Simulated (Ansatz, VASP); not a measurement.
## InAs in VASP and in Ansatz

```
In As
1.0
     0.00000    3.02400    3.02400
     3.02400    0.00000    3.02400
     3.02400    3.02400    0.00000
In As
1 1
Direct
  0.00000 0.00000 0.00000
  0.75000 0.75000 0.75000
```

Alike in both runs: task single point; functional PBE-based screened hybrid with a share of 0.45 of exact exchange and HFSCREEN = 0.1; k mesh 6 × 6 × 6; occupations gaussian, width 0.05 eV; no spin polarisation.

|  | VASP | Ansatz |
| --- | --- | --- |
| version | VASP 6.6.1 | Ansatz 0.2.0 |
| potentials or method | VASP PAW PBE potentials, release 64 (In_d, As), cutoff 520 eV | scalar-relativistic, plane waves, PAW |
| valence electrons in the cell | 18 | 28 |

|  | VASP | Ansatz | Ansatz less VASP |
| --- | --- | --- | --- |
| gap on the k mesh at the Fermi level (eV) | 1.69 | 1.69 | +0.003 |
| least direct gap on the mesh (eV) | 1.69 | 1.69 | +0.003 |
| pressure (GPa) | -0.4 | 0.1 | +0.47 |

VASP's potentials were made for PBE, not for PBE-based screened hybrid. With one functional, cell and mesh, what is left measures potentials, basis and numerics. VASP's potentials hold 18 valence electrons a cell and Ansatz's 28, so a difference there can come from the potentials and not from the codes. Ansatz's warnings: stress exchange threshold loose, stress scf threshold loose.
